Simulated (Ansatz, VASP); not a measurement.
## Ag: VASP beside Ansatz

```
CELL_PARAMETERS angstrom
2.90312 0.00000 0.00000
0.00000 2.90312 0.00000
0.00000 0.00000 32.42252
ATOMIC_POSITIONS crystal
Ag 0.00000 0.00000 0.24674
Ag 0.50000 0.50000 0.31006
Ag 0.00000 0.00000 0.37337
Ag 0.50000 0.50000 0.43669
Ag 0.00000 0.00000 0.50000
Ag 0.50000 0.50000 0.56331
Ag 0.00000 0.00000 0.62663
Ag 0.50000 0.50000 0.68994
Ag 0.00000 0.00000 0.75326
```

Alike in both runs: task single point; functional r2SCAN; k mesh 11 × 11 × 1; no spin polarisation.

```csv
,VASP,Ansatz
version,VASP 6.6.1,Ansatz 0.2.0
potentials or method,"VASP PAW PBE potentials, release 64 (Ag)","plane-wave PAW, scalar-relativistic"
plane-wave cutoff (eV),520,500
occupations,"methfessel-paxton of order 1, width 0.1 eV","cold, width 0.1 eV"
valence electrons in the cell,99,171
```

|  | VASP | Ansatz | Ansatz less VASP |
| --- | --- | --- | --- |
| rms of the force components (eV/Å) | 0.051 | 0.053 | +0.0016 |

VASP's potentials were made for PBE, not for r2SCAN. Atom by atom the forces differ by 0.002 eV/Å (rms over components). VASP's potentials hold 99 valence electrons a cell and Ansatz's 171, so a difference there can come from the potentials and not from the codes.
